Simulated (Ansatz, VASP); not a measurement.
Zr: VASP beside Ansatz

The input INCAR:

```
SYSTEM = Zr
PREC = Accurate ; ENCUT = 500
EDIFF = 1E-6 ; ISMEAR = 0
SIGMA = 0.1 ; LREAL = .False.
LASPH = .True. ; NELM = 120
ALGO = Normal ; ISIF = 2
LWAVE = .False. ; LCHARG = .False.
GGA = PS ; NBANDS = 12
GGA_COMPAT = .False.
```

The input KPOINTS:

```
Automatic mesh
0
Gamma
  16 16 16
  0 0 0
```

The input POSCAR:

```
Zr
1.0
   -1.7699991413      1.7699991413      1.7699991413
    1.7699991413     -1.7699991413      1.7699991413
    1.7699991413      1.7699991413     -1.7699991413
Zr
1
Direct
    0.0000000000      0.0000000000      0.0000000000
```

Input for Ansatz:

```yaml
crystal:
  lattice:
    - [-1.7699991413, 1.7699991413, 1.7699991413]
    - [1.7699991413, -1.7699991413, 1.7699991413]
    - [1.7699991413, 1.7699991413, -1.7699991413]
  atoms:
    - { symbol: Zr, position: [0.0, 0.0, 0.0] }
basis:
  ecutwfc: 420
kpoints:
  mp_grid: { grid: [16, 16, 16] }
hamiltonian:
  xc: pbesol
scf:
  occupations: { method: gaussian, width: 0.1 }
output:
  forces: true
  stress: true
  eigenvalues: true
  populations: true
```

Alike in both runs: task single point; functional PBEsol; k mesh 16 × 16 × 16; occupations gaussian, width 0.1 eV; no spin polarisation.

|  | VASP | Ansatz |
| --- | --- | --- |
| version | VASP 6.6.1 | Ansatz 0.2.0 |
| potentials or method | VASP PAW PBE potentials, release 64 (Zr_sv), cutoff 500 eV | scalar-relativistic, plane waves, PAW |
| valence electrons in the cell | 12 | 12 |

|  | VASP | Ansatz | Ansatz less VASP |
| --- | --- | --- | --- |
| gap on the k mesh at the Fermi level (eV) | none | none | - |
| pressure (GPa) | -1.4 | -1.5 | -0.10 |

VASP's potentials were made for PBE, not for PBEsol. A gap of «none» marks a metal or a gap that the smearing closes.
